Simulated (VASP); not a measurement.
CO2: single point with PBE

The system is CO2.

```
C O
1.0
     5.74101    0.00000    0.00000
     0.00000    5.74101    0.00000
     0.00000    0.00000    5.88109
C O
4 8
Direct
  0.00000 0.00000 0.00000
  0.50000 0.00000 0.50000
  0.50000 0.50000 0.00000
  0.00000 0.50000 0.50000
  0.11148 0.11148 0.11148
  0.38852 0.88852 0.61148
  0.61148 0.38852 0.88852
  0.88852 0.61148 0.38852
  0.88852 0.88852 0.88852
  0.61148 0.11148 0.38852
  0.38852 0.61148 0.11148
  0.11148 0.38852 0.61148
```

```yaml
Program: VASP 6.6.1
Task: single point
Functional: PBE
Potentials_or_basis: VASP PAW PBE potentials, release 64 (C, O)
Cutoff: 520 eV
k_mesh: 4 × 4 × 4
Occupations: gaussian, width 0.05 eV
Spin: no spin polarisation
Dipole_correction: no
Further_INCAR_settings: ALGO = Normal; EDIFF = 1e-07; NBANDS = 44
```

The pressure is 17.9 GPa. The largest force is 7.245 eV/Å and the band gap on the k mesh is 7.08 eV.

Forces in eV/Å, atoms in the order of the input:
```
C    0.000  0.000  0.000
C    0.000  0.000  0.000
C    0.000  0.000  0.000
C    0.000  0.000  0.000
O    4.149  4.154  4.246
O   -4.149 -4.154  4.246
O    4.149 -4.154 -4.246
O   -4.149  4.154 -4.246
O   -4.149 -4.154 -4.246
O    4.149  4.154 -4.246
O   -4.149  4.154  4.246
O    4.149 -4.154  4.246
```

Stress tensor (GPa, compression positive):
```
17.66  0.00  0.00
 0.00 17.67  0.00
 0.00  0.00 18.39
```

Levels at points of the mesh, in eV from the valence-band top:
| k point | band 30 | band 31 | band 32 | band 33 | band 34 | band 35 |
| --- | --- | --- | --- | --- | --- | --- |
| (0.00, 0.00, 0.00) | -0.15 | -0.04 | 0.00 | 7.08 | 9.06 | 9.09 |
| (0.50, 0.00, 0.00) | -0.23 | -0.08 | -0.08 | 8.47 | 8.47 | 8.98 |
| (0.00, 0.50, 0.00) | -0.23 | -0.08 | -0.08 | 8.47 | 8.47 | 8.94 |
| (0.50, 0.50, 0.00) | -0.22 | -0.22 | -0.22 | 8.87 | 8.87 | 8.87 |
| (0.00, 0.00, 0.50) | -0.24 | -0.07 | -0.07 | 8.41 | 8.41 | 8.95 |
| (0.50, 0.00, 0.50) | -0.22 | -0.22 | -0.22 | 8.88 | 8.88 | 8.88 |
| (0.00, 0.50, 0.50) | -0.23 | -0.23 | -0.23 | 8.87 | 8.87 | 8.87 |
| (0.50, 0.50, 0.50) | -0.23 | -0.23 | -0.23 | 9.03 | 9.03 | 9.03 |

It took 2.1 min on 1 thread of Intel(R) Xeon(R) 6975P-C (Granite Rapids), with other jobs on the host, peak memory 0.39 GiB.

Caveat: the cell stands under pressure; this functional lacks dispersion, which holds the molecules together, so the pressure and a relaxed volume are unreliable; forces of over 1 eV/Å act on the atoms, so gaps and moduli don't describe the material at rest. A hybrid or GW would open this gap; PBE tends to underestimate it.
